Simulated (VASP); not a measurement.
# Be (Im-3m) in VASP: a series of runs

Runs on Be. Level: PBE. Tasks: single point.

All numbers are computed with VASP 6.6.1; they aren't measurements. Logs are shortened: lines on timing, memory, paths and dates and some standing lists are left out, and cuts for length are marked.

### Step 1. The cell of the first run

It takes space group Im-3m (No. 229, cubic). Conventional cell: a = 2.523 Å, b = 2.523 Å, c = 2.523 Å, α = 90.00°, β = 90.00°, γ = 90.00°. Within 2.9 Å of Be (site symmetry m-3m) lie 14 Be at 2.18 to 2.52 Å.

This isn't the form of Be at room conditions, which is hcp.

### Step 2. Single point, PBE (8.03 Å³/atom)

Input file INCAR:

```
ALGO = Normal ; EDIFF = 1E-6
ENCUT = 600 ; GGA = PE
GGA_COMPAT = F ; ISIF = 2
ISMEAR = -1 ; LASPH = T
LCHARG = F ; LREAL = F
LWAVE = F ; NBANDS = 7
NELM = 120 ; PREC = Accurate
SIGMA = 0.05
```

Input file KPOINTS:

```
k-points
0
Gamma
  15 15 15
```

Input file POSCAR:

```
Be
1.0
   -1.2614200074      1.2614200074      1.2614200074
    1.2614200074     -1.2614200074      1.2614200074
    1.2614200074      1.2614200074     -1.2614200074
Be
1
Direct
    0.0000000000      0.0000000000      0.0000000000
```

Potentials or basis: VASP PAW PBE potentials, release 64 (Be).

The run is started by

```
$ cat potpaw_PBE.64/Be/POTCAR > POTCAR
$ mpirun -np 1 vasp_std > vasp.out
```

OUTCAR:

```text
EDIFF = 1E-6
   ENCUT = 600
   GGA = PE
   ISIF = 2
   ISMEAR = -1
   LASPH = T
   LREAL = F
   NELM = 120
   PREC = Accurate

 ion  position               nearest neighbor table
   1  0.000  0.000  0.000-

  LATTYP: Found a body centered cubic cell.
 ALAT       =     2.5228400148

  Lattice vectors:

 A1 = (  -1.2614200074,   1.2614200074,   1.2614200074)
 A2 = (   1.2614200074,  -1.2614200074,   1.2614200074)
 A3 = (   1.2614200074,   1.2614200074,  -1.2614200074)

Analysis of symmetry for initial positions (statically):
=====================================================================
 Subroutine PRICEL returns:
 Original cell was already a primitive cell.

 Routine SETGRP: Setting up the symmetry group for a
 body centered cubic supercell.

 Subroutine GETGRP returns: Found 48 space group operations
 (whereof 48 operations were pure point group operations)
 out of a pool of 48 trial point group operations.

The static configuration has the point symmetry O_h .

Analysis of symmetry for dynamics (positions and initial velocities):
=====================================================================
 Subroutine PRICEL returns:
 Original cell was already a primitive cell.

 Routine SETGRP: Setting up the symmetry group for a
 body centered cubic supercell.

 Subroutine GETGRP returns: Found 48 space group operations
 (whereof 48 operations were pure point group operations)
 out of a pool of 48 trial point group operations.

The dynamic configuration has the point symmetry O_h .

 Subroutine INISYM returns: Found 48 space group operations
 (whereof 48 operations are pure point group operations),
 and found     1 'primitive' translations

----------------------------------------------------------------------------------------

                                     Primitive cell

  volume of cell :       8.0286

  direct lattice vectors                    reciprocal lattice vectors
    -1.261420007  1.261420007  1.261420007     0.000000000  0.396378682  0.396378682
     1.261420007 -1.261420007  1.261420007     0.396378682  0.000000000  0.396378682
     1.261420007  1.261420007 -1.261420007     0.396378682  0.396378682  0.000000000

  length of vectors
     2.184843543  2.184843543  2.184843543     0.560564108  0.560564108  0.560564108

  position of ions in fractional coordinates (direct lattice)
     0.000000000  0.000000000  0.000000000

  ion indices of the primitive-cell ions
   primitive index   ion index
                 1           1

----------------------------------------------------------------------------------------

 KPOINTS: k-points

Automatic generation of k-mesh.
 Grid dimensions read from file:
 generate k-points for:   15   15   15

 Generating k-lattice:

  Cartesian coordinates                     Fractional coordinates (reciprocal lattice)
     0.000000000  0.026425245  0.026425245     0.066666667  0.000000000  0.000000000
     0.026425245  0.000000000  0.026425245     0.000000000  0.066666667  0.000000000
     0.026425245  0.026425245  0.000000000     0.000000000  0.000000000  0.066666667

  Length of vectors
     0.037370941  0.037370941  0.037370941

  Shift w.r.t. Gamma in fractional coordinates (k-lattice)
     0.000000000  0.000000000  0.000000000

 Subroutine IBZKPT returns following result:
 ===========================================

 Found    120 irreducible k-points:

 Following reciprocal coordinates:
            Coordinates               Weight
  0.000000  0.000000  0.000000      1.000000
  0.066667  0.000000  0.000000     12.000000
  0.133333  0.000000  0.000000     12.000000
  0.200000  0.000000  0.000000     12.000000
  0.266667  0.000000  0.000000     12.000000
  0.333333  0.000000  0.000000     12.000000
[... 16 lines left out ...]
  0.333333  0.200000  0.000000     48.000000
  0.400000  0.200000  0.000000     24.000000
 [... further k-points ...]
   k-points           NKPTS =    120   k-points in BZ     NKDIM =    120   number of bands    NBANDS=      7
   number of dos      NEDOS =    301   number of ions     NIONS =      1
   total plane-waves  NPLWV =   5832
   dimension x,y,z NGX =    18 NGY =   18 NGZ =   18
   dimension x,y,z NGXF=    36 NGYF=   36 NGZF=   36
   ions per type =               1
   NGX,Y,Z   is equivalent  to a cutoff of  13.70, 13.70, 13.70 a.u.
   NGXF,Y,Z  is equivalent  to a cutoff of  27.39, 27.39, 27.39 a.u.
 SYSTEM =  unknown system
   PREC   = accura    normal or accurate (medium, high low for compatibility)
   ISTART =      0    job   : 0-new  1-cont  2-samecut
   ICHARG =      2    charge: 1-file 2-atom 10-const
   ISPIN  =      1    spin polarized calculation?
   LNONCOLLINEAR =      F non collinear calculations
   LSORBIT =      F    spin-orbit coupling
   LASPH  =      T    aspherical Exc in radial PAW
   ENCUT  =  600.0 eV  44.10 Ry    6.64 a.u.   4.36  4.36  4.36*2*pi/ulx,y,z
   NELM   =    120;   NELMIN=  2; NELMDL= -5     # of ELM steps
   EDIFF  = 0.1E-05   stopping-criterion for ELM
   LREAL  =      F    real-space projection
   EDIFFG = 0.1E-04   stopping-criterion for IOM
   NSW    =      0    number of steps for IOM
   IBRION =     -1    ionic relax: 0-MD 1-quasi-New 2-CG
   NFREE  =      0    steps in history (QN), initial steepest desc. (CG)
   ISIF   =      2    stress and relaxation
   ISYM   =      2    0-nonsym 1-usesym 2-fastsym
   POTIM  = 0.5000    time-step for ionic-motion
   TEBEG  =    0.0;   TEEND  =   0.0 temperature during run
   PSTRESS=    0.0 pullay stress
   NELECT =       2.0000    total number of electrons
   NUPDOWN=      -1.0000    fix difference up-down
   EMIN   =  10.00;   EMAX   =-10.00  energy-range for DOS
   EFERMI =   0.00;   METHOD = LEGACY
   ISMEAR =    -1;   SIGMA  =   0.05  broadening in eV -4-tet -1-fermi 0-gaus
   EFERMI_NEDOS =   21; number of points for ismear=-14 and -15
   IALGO  =     38    algorithm
   IMIX   =      4    mixing-type and parameters
     AMIX     =   0.40;   BMIX     =  1.00
     AMIX_MAG =   1.60;   BMIX_MAG =  1.00
  volume/ion in A,a.u.               =       8.03        54.18
  Fermi-wavevector in a.u.,A,eV,Ry     =   1.030082  1.946573 14.436718  1.061069
  Thomas-Fermi vector in A             =   2.164162
   LORBIT       =      0    0 simple, 1 ext, 2 COOP (PROOUT), +10 PAW based schemes
   GGA     = PE    functional components
   LHFCALC =     F    Hartree Fock is set to
   AEXX    =    0.0000 exact exchange contribution
   IVDW    =     0    specifies the selected vdW correction
   LEPSILON=     F    determine dielectric tensor
   LRPA    =     F    only Hartree local field effects (RPA)
 non-spin polarized calculation
  energy-cutoff  :      600.00
  volume of cell :        8.03
 maximum number of plane-waves:       276
 NGX is ok and might be reduce to    18
   NGX =  9   NGY =  9   NGZ =  9

 number of electron       2.0000000 magnetization

 Free energy of the ion-electron system (eV)
  ---------------------------------------------------
  ext. energy  EPLUGINS =         0.00000000
  ---------------------------------------------------
  free energy    TOTEN  =        -3.66362898 eV

  energy without entropy =       -3.66246769  energy(sigma->0) =       -3.66304834

 E-fermi :   7.6745     XC(G=0): -10.5619

 val. band max:        7.6672039044   @ k =   0.2667   0.2667   0.2000
 cond. band min:       7.7643674678   @ k =  -0.4000  -0.4000   0.1333
 fundamental gap:      0.0971635633
 Fermi energy:         7.6745068495

 k-point     1 :       0.0000    0.0000    0.0000
  band No.  band energies     occupation
      1      -4.3675      2.00000
      2      26.7781      0.00000
      3      26.7781      0.00000
      4      26.7781      0.00000
      5      38.0612      0.00000
      6      38.0612      0.00000
      7      38.0612      0.00000

 k-point     2 :       0.0667    0.0000    0.0000
  band No.  band energies     occupation
      1      -4.2126      2.00000
      2      26.0180      0.00000
      3      26.1788      0.00000
      4      26.6003      0.00000
      5      36.1520      0.00000
      6      36.4055      0.00000
      7      39.0646      0.00000

 k-point     3 :       0.1333    0.0000    0.0000
  band No.  band energies     occupation
      1      -3.7476      2.00000
      2      23.7246      0.00000
      3      24.8289      0.00000
      4      26.0924      0.00000
      5      33.9001      0.00000
      6      34.0939      0.00000
      7      38.3561      0.00000

 k-point     4 :       0.2000    0.0000    0.0000
  band No.  band energies     occupation
      1      -2.9732      2.00000
      2      20.4068      0.00000
      3      23.3349      0.00000
      4      25.3526      0.00000
      5      32.0674      0.00000
      6      32.9344      0.00000
      7      38.3172      0.00000

 k-point     5 :       0.2667    0.0000    0.0000
  band No.  band energies     occupation
      1      -1.8950      2.00000
      2      16.8338      0.00000
      3      21.9964      0.00000
      4      24.5418      0.00000
      5      30.4231      0.00000
      6      32.7369      0.00000
      7      39.0045      0.00000

 k-point     6 :       0.3333    0.0000    0.0000
  band No.  band energies     occupation
      1      -0.5366      2.00000
      2      13.4395      0.00000
      3      20.9375      0.00000
      4      23.8151      0.00000
      5      29.1825      0.00000
      6      32.9277      0.00000
      7      40.2516      0.00000

 k-point     7 :       0.4000    0.0000    0.0000
  band No.  band energies     occupation
      1       1.0126      2.00000
      2      10.4791      0.00000
      3      20.2121      0.00000
      4      23.2806      0.00000
      5      28.3532      0.00000
      6      33.2602      0.00000
      7      41.8335      0.00000

 k-point     8 :       0.4667    0.0000    0.0000
  band No.  band energies     occupation
      1       2.3701      2.00000
      2       8.4033      0.00000
      3      19.8445      0.00000
      4      22.9999      0.00000
      5      27.9380      0.00000
      6      33.5102      0.00000
      7      43.2229      0.00000

 k-point     9 :       0.0667    0.0667    0.0000
  band No.  band energies     occupation
      1      -3.9026      2.00000
      2      24.7401      0.00000
      3      25.1022      0.00000
      4      26.0259      0.00000
      5      34.3829      0.00000
      6      34.8571      0.00000
      7      38.3341      0.00000

 k-point    10 :       0.1333    0.0667   -0.0000
  band No.  band energies     occupation
      1      -3.2824      2.00000
      2      22.1518      0.00000
      3      23.4244      0.00000
      4      25.1712      0.00000
      5      33.1420      0.00000
      6      33.4391      0.00000
      7      38.2545      0.00000

 k-point    11 :       0.2000    0.0667    0.0000
  band No.  band energies     occupation
      1      -2.3538      2.00000
      2      18.6624      0.00000
      3      22.0121      0.00000
      4      24.2010      0.00000
      5      32.1427      0.00000
      6      32.7555      0.00000
      7      38.6685      0.00000
[... 51 lines left out ...]
 k-point    17 :       0.2000    0.1333   -0.0000
  band No.  band energies     occupation
      1      -1.4237      2.00000
      2      16.9246      0.00000
      3      19.5187      0.00000
      4      22.9184      0.00000
      5      32.8139      0.00000
      6      33.2448      0.00000
      7      39.4549      0.00000

 k-point    18 :       0.2667    0.1333    0.0000
  band No.  band energies     occupation
      1      -0.0529      2.00000
      2      13.5901      0.00000
      3      18.4993      0.00000
      4      22.0517      0.00000
      5      32.6504      0.00000
      6      33.4670      0.00000
      7      40.5981      0.00000

 k-point    19 :       0.3333    0.1333    0.0000
  band No.  band energies     occupation
      1       1.5286      2.00000
      2      10.6291      0.00000
      3      17.8118      0.00000
      4      21.4391      0.00000
      5      32.2846      0.00000
      6      34.0784      0.00000
      7      41.8790      0.00000

 k-point    20 :       0.4000    0.1333    0.0000
  band No.  band energies     occupation
      1       2.9578      2.00000
      2       8.4948      0.00000
      3      17.4649      0.00000
      4      21.1232      0.00000
      5      32.0622      0.00000
      6      34.5657      0.00000
      7      43.0544      0.00000

 k-point    21 :       0.2000    0.2000    0.0000
  band No.  band energies     occupation
      1      -0.1883      2.00000
      2      14.7321      0.00000
      3      17.2598      0.00000
      4      22.0002      0.00000
      5      33.2202      0.00000
      6      34.1096      0.00000
      7      40.7345      0.00000

 k-point    22 :       0.2667    0.2000    0.0000
  band No.  band energies     occupation
      1       1.3239      2.00000
      2      11.9743      0.00000
      3      16.0242      0.00000
      4      21.3312      0.00000
      5      33.7217      0.00000
      6      34.7575      0.00000
      7      42.1244      0.00000

 k-point    23 :       0.3333    0.2000    0.0000
  band No.  band energies     occupation
      1       2.9788      2.00000
      2       9.4100      0.00000
      3      15.3960      0.00000
      4      20.9169      0.00000
      5      33.9394      0.00000
      6      35.6197      0.00000
      7      41.9673      0.00000

 k-point    24 :       0.4000    0.2000    0.0000
  band No.  band energies     occupation
      1       3.9892      2.00000
      2       8.0801      0.00060
      3      15.1964      0.00000
      4      20.7764      0.00000
      5      33.9727      0.00000
      6      36.1589      0.00000
      7      41.1962      0.00000

 [... further k-points ...]
[... 5 lines left out ...]
  --------------------------------------------------------------------------------------
  -------------------------------------------------------------------------------------
  Total       -0.1509379     -0.1509379     -0.1509379      0.0000000     -0.0000000      0.0000000
  in kB      -30.1210325    -30.1210325    -30.1210325      0.0000000     -0.0000000      0.0000000
  external PRESSURE =     -30.1210325 kB  Pullay stress =       0.0000000 kB

 VOLUME and BASIS-vectors are now :
 -----------------------------------------------------------------------------
  energy-cutoff  :      600.00
  volume of cell :        8.03
      direct lattice vectors                 reciprocal lattice vectors
    -1.261420007  1.261420007  1.261420007     0.000000000  0.396378682  0.396378682
     1.261420007 -1.261420007  1.261420007     0.396378682  0.000000000  0.396378682
     1.261420007  1.261420007 -1.261420007     0.396378682  0.396378682  0.000000000

 POSITION                                       TOTAL-FORCE (eV/Angst)
 -----------------------------------------------------------------------------------
      0.00000      0.00000      0.00000        -0.000000      0.000000      0.000000
 -----------------------------------------------------------------------------------
    total drift:                                0.000000     -0.000000      0.000000

  FREE ENERGIE OF THE ION-ELECTRON SYSTEM (eV)
  ---------------------------------------------------
  free  energy   TOTEN  =        -3.6636289828 eV

  energy  without entropy=       -3.6624676888  energy(sigma->0) =       -3.66304834
```

It took 4.2 s on 1 thread of Intel Xeon Platinum 8488C (Sapphire Rapids), shared host; peak memory 0.11 GiB.

What came out:

| Quantity | Value |
| --- | --- |
| Free energy | -3.6636 eV |
| Pressure | -3.0 GPa |
| Band gap on the k mesh | zero (bands 1 and 2 overlap by 4.34 eV) |

Caveat: the cell stands under tension.

### Step 3. Single point, PBE

This run uses another cell than the first one, of 7.87 Å³/atom.

Input file INCAR:

```
SYSTEM = Be
ALGO = Fast ; EDIFF = 1E-6
ENCUT = 520 ; GGA = PE
ISIF = 2 ; ISMEAR = -1
LASPH = .TRUE. ; LCHARG = .TRUE.
LELF = .TRUE. ; LREAL = .FALSE.
LVHAR = .TRUE. ; LWAVE = .FALSE.
NBANDS = 7 ; NELM = 60
PREC = Accurate ; SIGMA = 0.1
```

Input file KPOINTS:

```
k-points
0
G
  12 12 12
  0 0 0
```

Input file POSCAR:

```
Be
1.0
   -1.2531209513      1.2531209513      1.2531209513
    1.2531209513     -1.2531209513      1.2531209513
    1.2531209513      1.2531209513     -1.2531209513
Be
1
Direct
    0.0000000000      0.0000000000      0.0000000000
```

Potentials or basis: VASP PAW PBE potentials, release 64 (Be).

The run is started by

```
$ cat potpaw_PBE.64/Be/POTCAR > POTCAR
$ mpirun -np 1 vasp_std > vasp.out
```

Run time: 4.3 s. Hardware: 1 thread of Intel Xeon 8259CL, shared host; peak memory 0.11 GiB.

It converged, with:

```
Free energy            : -3.6621 eV
Pressure               : -0.3 GPa
Band gap on the k mesh : zero (bands 1 and 2 overlap by 5.32 eV)
```

Levels at points of the mesh, in eV from the Fermi level:
```
           k point  band 1  band 2  band 3  band 4
(0.00, 0.00, 0.00)  -12.40   19.18   19.18   19.18
(0.50, 0.00, 0.00)   -5.38    0.21   12.08   15.28
(0.50, 0.50, 0.50)    3.80    3.80    3.80    9.64
```

The gap in the log of VASP goes by the Fermi energy; the results here count the filled bands.